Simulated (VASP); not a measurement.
# YN2 (P6/mmm) in VASP: elastic constants with PBEsol

Aim: the elastic constants of YN2 with PBEsol.

Everything below comes from runs of VASP 6.6.1. Logs are shortened: lines on timing, memory, paths and dates and some standing lists are left out, and cuts for length are marked.

### 1 The cell of the first run

It takes space group P6/mmm (No. 191, hexagonal). The conventional cell has a = 3.451 Å, b = 3.451 Å, c = 3.185 Å, α = 90.00°, β = 90.00°, γ = 120.00°. Y (site symmetry 6/mmm) has 12 N at 2.55 Å and 8 Y at 3.19 to 3.45 Å within 3.5 Å. N (site symmetry -6m2) has 3 N at 1.99 Å and 6 Y at 2.55 Å within 2.6 Å.

### 2 Elastic constants, PBEsol

Input file INCAR:

```
SYSTEM = YN2
PREC = Accurate
ENCUT = 600
EDIFF = 1E-8
ISMEAR = 0
SIGMA = 0.05
LREAL = .FALSE.
LASPH = .TRUE.
NELM = 120
ALGO = Normal
ISIF = 3
LWAVE = .FALSE.
LCHARG = .FALSE.
GGA = PS
IBRION = 6
NFREE = 2
POTIM = 0.015
NSW = 1
GGA_COMPAT = .FALSE.
```

Input file KPOINTS:

```
Automatic mesh
0
G
  10 10 10
  0 0 0
```

Input file POSCAR:

```
YN2
1.0
    3.4508622678      0.0000000000      0.0000000000
   -1.7254311339      2.9885343889      0.0000000000
    0.0000000000      0.0000000000      3.1854056289
Y N
1 2
Direct
    0.0000000000      0.0000000000      0.0000000000
    0.3333333333      0.6666666667      0.5000000000
    0.6666666667      0.3333333333      0.5000000000
```

Potentials or basis: VASP PAW PBE potentials, release 64 (Y_sv, N).

Launch:

```console
$ cat potpaw_PBE.64/Y_sv/POTCAR potpaw_PBE.64/N/POTCAR > POTCAR
$ mpirun -np 1 vasp_std > vasp.out
```

OUTCAR:

```text
SYSTEM = YN2
   PREC = Accurate
   ENCUT = 600
   EDIFF = 1E-8
   ISMEAR = 0
   LREAL = .FALSE.
   LASPH = .TRUE.
   NELM = 120
   ISIF = 3
   GGA = PS
   IBRION = 6
   NFREE = 2
   POTIM = 0.015
   NSW = 1

 ion  position               nearest neighbor table
   1  0.000  0.000  0.000-   2 2.55   3 2.55   2 2.55   3 2.55   3 2.55   3 2.55   2 2.55   2 2.55
                             3 2.55   3 2.55   2 2.55   2 2.55
   2  0.333  0.667  0.500-   1 2.55   1 2.55   1 2.55   1 2.55   1 2.55   1 2.55
   3  0.667  0.333  0.500-   1 2.55   1 2.55   1 2.55   1 2.55   1 2.55   1 2.55

  LATTYP: Found a hexagonal cell.
 ALAT       =     3.4508622678
 C/A-ratio  =     0.9230752727

  Lattice vectors:

 A1 = (   3.4508622678,   0.0000000000,   0.0000000000)
 A2 = (  -1.7254311339,   2.9885343889,   0.0000000000)
 A3 = (   0.0000000000,   0.0000000000,   3.1854056289)

Analysis of symmetry for initial positions (statically):
=====================================================================
 Subroutine PRICEL returns:
 Original cell was already a primitive cell.

 Routine SETGRP: Setting up the symmetry group for a
 hexagonal supercell.

 Subroutine GETGRP returns: Found 24 space group operations
 (whereof 24 operations were pure point group operations)
 out of a pool of 24 trial point group operations.

The static configuration has the point symmetry D_6h.

Analysis of symmetry for dynamics (positions and initial velocities):
=====================================================================
 Subroutine PRICEL returns:
 Original cell was already a primitive cell.

 Routine SETGRP: Setting up the symmetry group for a
 hexagonal supercell.

 Subroutine GETGRP returns: Found 24 space group operations
 (whereof 24 operations were pure point group operations)
 out of a pool of 24 trial point group operations.

[... 758 lines left out ...]
     10       4.6391      2.00000
     11       7.1586      0.00000
     12       8.7038      0.00000
     13       9.1266      0.00000
     14      10.8647      0.00000

 [... further k-points ...]

------------------------ aborting loop because EDIFF is reached ----------------------------------------

  FORCE on cell =-STRESS in cart. coord.  units (eV):
  Direction    XX          YY          ZZ          XY          YZ          ZX
  --------------------------------------------------------------------------------------
  -------------------------------------------------------------------------------------
  Total       -0.0326284     -0.0326284     -0.0633830      0.0000000      0.0000000      0.0000000
  in kB       -1.5913150     -1.5913150     -3.0912393      0.0000000      0.0000000      0.0000000
  external PRESSURE =      -2.0912898 kB  Pullay stress =       0.0000000 kB
[... 18 lines left out ...]
  FREE ENERGIE OF THE ION-ELECTRON SYSTEM (eV)
  ---------------------------------------------------
  free  energy   TOTEN  =       -23.9805220273 eV

  energy  without entropy=      -23.9780181529  energy(sigma->0) =      -23.97927009

 INTERNAL STRAIN TENSORS FROM STRAINED CELLS
 ============================================

 INTERNAL STRAIN TENSOR FOR ION    1 for displacements in x,y,z  (eV/Angst):
          X           Y           Z          XY          YZ          ZX
  --------------------------------------------------------------------------------
  x     0.00000     0.00000    -0.00000     0.00000     0.00000    -0.00000
  y     0.00000     0.00000     0.00000     0.00000     0.00000     0.00000
  z     0.00000     0.00000     0.00000     0.00000     0.00000     0.00000

 INTERNAL STRAIN TENSORS FROM DISPLACED ATOMS
 ============================================

 INTERNAL STRAIN TENSOR FOR ION    1 for displacements in x,y,z  (eV/Angst):
          X           Y           Z          XY          YZ          ZX
  --------------------------------------------------------------------------------
  x     0.00000     0.00000     0.00000     0.00000     0.00000     0.00000
  y     0.00000     0.00000     0.00000     0.00000     0.00000     0.00000
  z     0.00000     0.00000     0.00000     0.00000     0.00000     0.00000

 INTERNAL STRAIN TENSOR FOR ION    3 for displacements in x,y,z  (eV/Angst):
          X           Y           Z          XY          YZ          ZX
  --------------------------------------------------------------------------------
  x     0.00000     0.00000     0.00000   -10.64997     0.00000     0.00000
  y   -10.64997    10.64997     0.00000     0.00000     0.00000     0.00000
  z     0.00000     0.00000     0.00000     0.00000     0.00000     0.00000

 Eigenvectors and eigenvalues of the dynamical matrix
 ----------------------------------------------------

   1 f  =   10.447877 THz    65.645947 2PiTHz  348.503661 cm-1    43.208928 meV
             X         Y         Z           dx          dy          dz
      0.000000  0.000000  0.000000    -0.000000   -0.000000   -0.489663
     -0.000000  1.992356  1.592703    -0.000000   -0.000000    0.616535
      1.725431  0.996178  1.592703    -0.000000   -0.000000    0.616535
[... 43 lines left out ...]
   9 f/i=   32.633724 THz   205.043734 2PiTHz 1088.543854 cm-1   134.962176 meV
             X         Y         Z           dx          dy          dz
      0.000000  0.000000  0.000000     0.000000    0.000000    0.000000
     -0.000000  1.992356  1.592703     0.000010    0.707107   -0.000000
      1.725431  0.996178  1.592703    -0.000010   -0.707107    0.000000

--------------------------------------------------------------------------------------------------------

 ELASTIC MODULI CONTR FROM IONIC RELAXATION (kBar)
 Direction    XX          YY          ZZ          XY          YZ          ZX
 --------------------------------------------------------------------------------
 XX          -0.0000      0.0000      0.0000     -0.0000      0.0000      0.0000
 YY           0.0000     -0.0000     -0.0000      0.0000      0.0000      0.0000
 ZZ           0.0000     -0.0000      0.0000      0.0000      0.0000      0.0000
 XY           0.0000     -0.0000     -0.0000      0.0000      0.0000      0.0000
 YZ           0.0000      0.0000      0.0000      0.0000      0.0000      0.0000
 ZX           0.0000      0.0000      0.0000      0.0000      0.0000      0.0000
 --------------------------------------------------------------------------------

 TOTAL ELASTIC MODULI (kBar)
 Direction    XX          YY          ZZ          XY          YZ          ZX
 --------------------------------------------------------------------------------
 XX        2593.2291   2227.5451    539.6558     -0.0000      0.0000      0.0000
 YY        2227.5451   2593.2291    539.6558      0.0000      0.0000      0.0000
 ZZ         539.6558    539.6558   4370.5859      0.0000     -0.0000      0.0000
 XY           0.0000     -0.0000     -0.0000    182.8420      0.0000      0.0000
 YZ           0.0000      0.0000     -0.0000      0.0000    385.2413      0.0000
 ZX           0.0000     -0.0000      0.0000     -0.0000      0.0000    385.2415
 --------------------------------------------------------------------------------
```

stdout:

```text
POSCAR found type information on POSCAR Y N
 POSCAR found :  2 types and       3 ions
 scaLAPACK will be used
 -----------------------------------------------------------------------------
|                                                                             |
|                                                                             |
|     You enforced a specific xc type in the INCAR file but a different       |
|     I HOPE YOU KNOW WHAT YOU ARE DOING!                                     |
[... 40 lines left out ...]
 Finite differences progress:
 bond charge predicted
 Finite differences progress:
 bond charge predicted
 Finite differences progress:
 bond charge predicted
 Finite differences progress:
 bond charge predicted
 Finite differences progress:
 bond charge predicted
 Finite differences progress:
 bond charge predicted
 Finite differences progress:
```

Run time: 44 min. Hardware: 1 thread of Intel Xeon 8259CL, shared host; peak memory 0.46 GiB.

What came out:

| Property | Result |
| --- | --- |
| Voigt bulk modulus | 180 GPa |
| Highest phonon frequency at Γ | 349 cm⁻¹ |
| Most unstable mode | 1089i cm⁻¹ |

Phonon frequencies in cm⁻¹ (negative: imaginary):
```
              q point                          frequencies
(0.000, 0.000, 0.000)  -1089 -1089 -41 -41 0 53 53 286 349
```

Elastic tensor in Voigt notation (GPa, in the Cartesian axes of the cell as first typed):
```
259 223  54   0   0   0
223 259  54   0   0   0
 54  54 437   0   0   0
  0   0   0  39   0   0
  0   0   0   0  39   0
  0   0   0   0   0  18
```

Clamped-ion elastic tensor (GPa):
```
259 223  54   0   0   0
223 259  54   0   0   0
 54  54 437   0   0   0
  0   0   0  39   0   0
  0   0   0   0  39   0
  0   0   0   0   0  18
```

Caveat: some modes are imaginary; the PAW data sets were made with another functional, which shifts forces and pressure a little.
